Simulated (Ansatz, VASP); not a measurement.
# C in VASP and in Ansatz

Contents of INCAR:

```
PREC = Accurate ; ENCUT = 600
EDIFF = 1E-6 ; ISMEAR = 0
SIGMA = 0.15 ; LREAL = F
LASPH = T ; NELM = 120
ALGO = Normal ; ISIF = 2
LWAVE = F ; LCHARG = F
GGA = PS ; IVDW = 12
NBANDS = 16 ; GGA_COMPAT = F
```

KPOINTS

```
Automatic mesh
0
Gamma
  18 12 10
```

The input POSCAR:

```
C
1.0
   -2.4576582504      0.0000000000      0.0000000000
    0.0000000000      0.0000000000     -3.5294825081
    0.0000000000     -4.2567889574      0.0000000000
C
4
Direct
    0.5000000000      0.0000000000      0.1772380153
    0.0000000000      0.0000000000      0.6701904496
    0.0000000000      0.0000000000      0.3227619847
    0.5000000000      0.0000000000      0.8298095504
```

Input for Ansatz:

```yaml
crystal:
  lattice:
    - [-2.4576582504, 0.0, 0.0]
    - [0.0, 0.0, -3.5294825081]
    - [0.0, -4.2567889574, 0.0]
  atoms:
    - { symbol: C, position: [0.5, 0.0, 0.1772380153] }
    - { symbol: C, position: [0.0, 0.0, 0.6701904496] }
    - { symbol: C, position: [0.0, 0.0, 0.3227619847] }
    - { symbol: C, position: [0.5, 0.0, 0.8298095504] }
basis:
  ecutwfc: 520.0
kpoints:
  mp_grid: { grid: [18, 12, 10] }
hamiltonian:
  xc: pbesol
  pseudopotentials: { kind: paw, azcp: { folder: soft_1 } }
  dispersion: d3bj
scf:
  occupations: { method: gaussian, width: 0.15 }
output:
  forces: true
  stress: true
  eigenvalues: true
```

Change from the starting cell: mode 8 frozen in at -0.015 Å and mode 12 at -0.030 Å (largest displacements).

Alike in both runs: task single point; functional PBEsol; dispersion D3(BJ); k mesh 18 × 12 × 10; occupations gaussian, width 0.15 eV; no spin polarisation.

```csv
,VASP,Ansatz
version,VASP 6.6.1,Ansatz 0.2.0
potentials or method,"VASP PAW PBE potentials, release 64 (C), cutoff 600 eV","scalar-relativistic, plane waves, PAW"
valence electrons in the cell,16,16
```

VASP gave:

```
gap on the k mesh at the Fermi level (eV)                     : none
pressure (GPa)                                                : 1.9
traceless stress, the component that is largest in VASP (GPa) : 7.85
rms of the force components (eV/Å)                            : 1.910
```

**Question.** Estimate Ansatz's values.

**Answer.** gap on the k mesh at the Fermi level (eV): none; pressure (GPa): 1.6; traceless stress, the component that is largest in VASP (GPa): 7.43; rms of the force components (eV/Å): 1.905.

VASP's potentials were made for PBE, not for PBEsol, and Ansatz warns of the same on its side. Atom by atom the forces differ by 0.006 eV/Å (rms over components). A gap of «none» marks a metal or a gap that the smearing closes.
